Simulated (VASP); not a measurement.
The system is P.

```xyz
4
Lattice="4.5464 0.0000 0.0457 0.0000 3.2717 0.0000 -1.2424 0.0000 5.7191" Properties=species:S:1:pos:R:3 pbc="T T T"
P     1.4435    0.0000    4.6984
P     0.3827    1.6359    1.0530
P     1.8606    0.0000    1.0665
P     2.9214    1.6359    4.7119
```

| Quantity | Value |
| --- | --- |
| Program | VASP 6.6.1 |
| Task | relaxation of shape and atoms at fixed volume |
| Functional | PBE |
| Potentials or basis | VASP PAW PBE potentials, release 64 (P) |
| Cutoff | 600 eV |
| k mesh | 8 × 10 × 6 |
| Occupations | gaussian, width 0.01 eV |
| Spin | no spin polarisation |

At the start: pressure 1.9 GPa; volume 21.31 Å³/atom.

How do energy, volume and symmetry change on relaxing?

Over 9 steps the energy falls by 2.7 meV/atom; space group P2/m (No. 10, to 0.1 Å) before and after.

The path:
```csv
step,energy change (eV),largest force (eV/Å),pressure (GPa),volume (Å³)
1,0.0000,0.2077,1.86,85.26
2,-0.0071,0.1124,1.10,85.26
3,-0.0086,0.1316,0.55,85.26
4,-0.0100,0.0492,0.23,85.26
5,-0.0102,0.0210,0.32,85.26
6,-0.0105,0.0125,0.31,85.26
7,-0.0105,0.0161,0.30,85.26
8,-0.0107,0.0134,0.29,85.26
9,-0.0109,0.0088,0.26,85.26
```

Final structure:
```yaml
crystal:
  lattice:
    - [4.55465, 0.00000, 0.04242]
    - [0.00000, 3.30196, 0.00000]
    - [-1.24818, 0.00000, 5.65723]
  atoms:
    - { symbol: P, position: [0.53878, 0.00000, 0.81331] }
    - { symbol: P, position: [0.13417, 0.50000, 0.18694] }
    - { symbol: P, position: [0.46122, 0.00000, 0.18669] }
    - { symbol: P, position: [0.86583, 0.50000, 0.81306] }
```

Caveat: this functional lacks dispersion, which binds the layers, so the pressure and a relaxed spacing across them are unreliable.
